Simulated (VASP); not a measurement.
# PtSe2 in VASP: notebook, part 2 of 2

VASP 6.6.1. The steps go on from the part before.

## Step 5: Single point, PBE+D3(BJ)

This run uses another cell than the first one: it holds 3 atoms, not 12.

File INCAR:

```
PREC     = Accurate       # precision mode
ENCUT    = 400            # plane-wave cutoff, eV
EDIFF    = 1E-6           # SCF threshold, eV
ISMEAR   = 0              # smearing method
SIGMA    = 0.01           # smearing width, eV
LREAL    = False          # projectors in reciprocal space
LASPH    = True           # aspherical terms in the spheres
NELM     = 120            # most SCF steps
ALGO     = Normal         # electronic algorithm
ISIF     = 2              # what is computed and relaxed
LWAVE    = False          # write WAVECAR
LCHARG   = False          # write CHGCAR
LDIPOL   = True         
IDIPOL   = 3            
DIPOL    = 0.5 0.5 0.500
GGA      = PE             # functional
IVDW     = 12             # dispersion correction
NBANDS   = 18             # bands
GGA_COMPAT= False        
NELMDL   = -8
```

File KPOINTS:

```
regular mesh
0
Gamma
  9 9 1
```

File POSCAR:

```
PtSe2
1.0
    3.7069017943      0.0000000000      0.0000000000
   -1.8534508971      3.2102711232      0.0000000000
    0.0000000000      0.0000000000     31.1215005226
Se Pt
2 1
Direct
    0.6666666667      0.3333333333      0.4574342089
    0.3333333333      0.6666666667      0.5425657911
    0.0000000000      0.0000000000      0.5000000000
```

Potentials or basis: VASP PAW PBE potentials, release 64 (Se, Pt).

Started as:

```
> cat potpaw_PBE.64/Se/POTCAR potpaw_PBE.64/Pt/POTCAR > POTCAR
> mpirun -np 1 vasp_std > vasp.out
```

OUTCAR:

```text
PREC = Accurate
   ENCUT = 400
   EDIFF = 1E-6
   ISMEAR = 0
   LREAL = False
   LASPH = True
   NELM = 120
   ISIF = 2
   GGA = PE
   IVDW = 12
   NELMDL = -8
 IVDW          = 12

 ion  position               nearest neighbor table
   1  0.667  0.333  0.457-   3 2.52   3 2.52   3 2.52
   2  0.333  0.667  0.543-   3 2.52   3 2.52   3 2.52
   3  0.000  0.000  0.500-   1 2.52   2 2.52   2 2.52   1 2.52   1 2.52   2 2.52

  LATTYP: Found a hexagonal cell.
 ALAT       =     3.7069017943
 C/A-ratio  =     8.3955557092

  Lattice vectors:

 A1 = (   3.7069017943,   0.0000000000,   0.0000000000)
 A2 = (  -1.8534508971,   3.2102711232,   0.0000000000)
 A3 = (   0.0000000000,   0.0000000000,  31.1215005226)

Analysis of symmetry for initial positions (statically):
=====================================================================
 Subroutine PRICEL returns:
 Original cell was already a primitive cell.

 Routine SETGRP: Setting up the symmetry group for a
 hexagonal supercell.

 Subroutine GETGRP returns: Found 12 space group operations
 (whereof 12 operations were pure point group operations)
 out of a pool of 24 trial point group operations.

The static configuration has the point symmetry D_3d.

Analysis of symmetry for dynamics (positions and initial velocities):
=====================================================================
 Subroutine PRICEL returns:
 Original cell was already a primitive cell.

 Routine SETGRP: Setting up the symmetry group for a
 hexagonal supercell.

 Subroutine GETGRP returns: Found 12 space group operations
 (whereof 12 operations were pure point group operations)
 out of a pool of 24 trial point group operations.

The dynamic configuration has the point symmetry D_3d.

 Subroutine INISYM returns: Found 12 space group operations
 (whereof 12 operations are pure point group operations),
 and found     1 'primitive' translations

----------------------------------------------------------------------------------------

[... 107 lines left out ...]
   LHFCALC =     F    Hartree Fock is set to
   AEXX    =    0.0000 exact exchange contribution
   IVDW    =    12    specifies the selected vdW correction
   LEPSILON=     F    determine dielectric tensor
   LRPA    =     F    only Hartree local field effects (RPA)
 non-spin polarized calculation
 Gauss-broadening in eV      SIGMA  =   0.01
  energy-cutoff  :      400.00
  volume of cell :      370.35
 maximum number of plane-waves:      6804
   NGX = 13   NGY = 13   NGZ =101

 dipolmoment           0.000000      0.000000      0.000000 electrons x Angstroem

 number of electron      22.0000004 magnetization

 dipolmoment           0.000000      0.000000     -0.000000 electrons x Angstroem

 Free energy of the ion-electron system (eV)
  ---------------------------------------------------
  ext. energy  EPLUGINS =         0.00000000
  ---------------------------------------------------
  free energy    TOTEN  =       -14.28691614 eV

  energy without entropy =      -14.28691614  energy(sigma->0) =      -14.28691614

 E-fermi :  -3.7169     XC(G=0):  -2.1940

 val. band max:       -3.8304241113   @ k =   0.0000   0.0000   0.0000
 cond. band min:      -2.4788607878   @ k =   0.2222   0.0000   0.0000
 fundamental gap:      1.3515633235
 Fermi energy:        -3.7168590337

 k-point     1 :       0.0000    0.0000    0.0000
  band No.  band energies     occupation
      1     -17.8752      2.00000
      2     -16.1111      2.00000
      3      -8.9823      2.00000
      4      -8.9235      2.00000
      5      -8.9235      2.00000
      6      -6.7107      2.00000
[... 229 lines left out ...]
      5      -8.7387      2.00000
      6      -7.3070      2.00000
[... 10 lines left out ...]
     17       4.9447      0.00000
     18       5.1793      0.00000

------------------------ aborting loop because EDIFF is reached ----------------------------------------

 vacuum level on the upper side and lower side of the slab       (xc-potential included)        -0.027        -0.027

 Edisp (eV)   -0.89582

 E8    (eV) :    -0.4116

  FORCE on cell =-STRESS in cart. coord.  units (eV):
  Direction    XX          YY          ZZ          XY          YZ          ZX
  --------------------------------------------------------------------------------------
  -------------------------------------------------------------------------------------
  Total      -0.03313    -0.03313    -0.03064    -0.00000     0.00000     0.00000
  in kB      -0.14331    -0.14331    -0.13255    -0.00000     0.00000     0.00000
  external pressure =       -0.14 kB  Pullay stress =        0.00 kB

 VOLUME and BASIS-vectors are now :
 -----------------------------------------------------------------------------
  energy-cutoff  :      400.00
  volume of cell :      370.35
      direct lattice vectors                 reciprocal lattice vectors
     3.706901794  0.000000000  0.000000000     0.269767060  0.155750085  0.000000000
    -1.853450897  3.210271123  0.000000000     0.000000000  0.311500170  0.000000000
     0.000000000  0.000000000 31.121500523     0.000000000  0.000000000  0.032132127

 POSITION                                       TOTAL-FORCE (eV/Angst)
 -----------------------------------------------------------------------------------
      1.85345      1.07009     14.23604        -0.000000      0.000000      0.001049
     -0.00000      2.14018     16.88546         0.000000     -0.000000     -0.001049
      0.00000      0.00000     15.56075         0.000000      0.000000      0.000000
 -----------------------------------------------------------------------------------
    total drift:                                0.000000      0.000000     -0.000000

  FREE ENERGIE OF THE ION-ELECTRON SYSTEM (eV)
  ---------------------------------------------------
  free  energy   TOTEN  =       -15.1827346079 eV

  energy  without entropy=      -15.1827346079  energy(sigma->0) =      -15.18273461

 vacuum level on the upper side and lower side of the slab         1.816         1.816
```

Wall time 58 s (1 thread of Intel Xeon 6975P-C (Granite Rapids), shared host); peak memory 0.33 GiB.

Results:

* Free energy: -15.1827 eV
* Band gap on the k mesh: 1.35 eV (least direct gap 1.58 eV)
* Dispersion energy per atom: -0.299 eV

Caveat: spin-orbit coupling is left out, which moves the levels of the heavy elements.

## Step 6: Single point, PBE+D3(BJ)

This run uses another cell than the first one: it holds 3 atoms, not 12.

File INCAR:

```
SYSTEM = PtSe2
ALGO     = Normal         ! electronic algorithm
DIPOL    = 0.5 0.5 0.500
EDIFF    = 1E-6           ! SCF threshold, eV
ENCUT    = 400            ! plane-wave cutoff, eV
GGA      = PE             ! functional
GGA_COMPAT= .FALSE.      
IDIPOL   = 3            
ISIF     = 2              ! what is computed and relaxed
ISMEAR   = 0              ! smearing method
IVDW     = 12             ! dispersion correction
LASPH    = .TRUE.         ! aspherical terms in the spheres
LCHARG   = .FALSE.        ! write CHGCAR
LDIPOL   = .TRUE.       
LREAL    = .FALSE.        ! projectors in reciprocal space
LWAVE    = .FALSE.        ! write WAVECAR
NBANDS   = 18             ! bands
NELM     = 120            ! most SCF steps
NELMDL   = -8           
PREC     = Accurate       ! precision mode
SIGMA    = 0.01           ! smearing width, eV
```

File KPOINTS:

```
k-points
0
G
  9 9 1
  0 0 0
```

POSCAR is that of step 5.

Potentials or basis: VASP PAW PBE potentials, release 64 (Se, Pt).

Started as:

```
> cat potpaw_PBE.64/Se/POTCAR potpaw_PBE.64/Pt/POTCAR > POTCAR
> mpirun -np 1 vasp_std > vasp.out
```

Wall time 56 s (1 thread of Intel Xeon 6975P-C (Granite Rapids), shared host); peak memory 0.33 GiB.

It converged, with:

* Free energy: -15.1827 eV
* Band gap on the k mesh: 1.35 eV (least direct gap 1.58 eV)
* Dispersion energy per atom: -0.299 eV

Levels at points of the mesh, in eV from the valence-band top:
```tsv
k point	band 8	band 9	band 10	band 11	band 12	band 13	band 14	band 15
(0.00, 0.00, 0.00)	-1.31	-0.68	0.00	0.00	2.96	2.96	4.51	5.20
```

Caveat: spin-orbit coupling is left out, which moves the levels of the heavy elements.

## Step 7: The runs side by side

```tsv
level	potentials or basis	spin	cell	k mesh	cutoff (eV)	smearing	gap on the mesh (eV)	largest force (eV/Å)
LDA	VASP PAW LDA potentials, release 64 (Se, Pt)	off	a = 3.754, b = 3.754, c = 60.061 Å, angles 90.0, 90.0, 120.0°, 12 atoms, atomic positions A	12 × 12 × 1	520	gaussian 0.1 eV	none	0.53
PBE+D3(BJ)	VASP PAW PBE potentials, release 64 (Se, Pt)	non-collinear, zero start, SOC	a = 3.707, b = 3.707, c = 31.122 Å, angles 90.0, 90.0, 120.0°, 3 atoms, atomic positions B	9 × 9 × 1	520	gaussian 0.02 eV	-	0.03
PBE+D3(BJ)	VASP PAW PBE potentials, release 64 (Se, Pt)	off	a = 3.707, b = 3.707, c = 31.122 Å, angles 90.0, 90.0, 120.0°, 3 atoms, atomic positions B	9 × 9 × 1	400	gaussian 0.01 eV	1.35	-
```

Alike in all rows: task single point.

Caveats: spin-orbit coupling is left out, which moves the levels of the heavy elements (at least some runs).

Total energies depend on the potentials used, so only differences within one code and one set of settings carry meaning.

The gap in the log of VASP goes by the Fermi energy; the results here count the filled bands.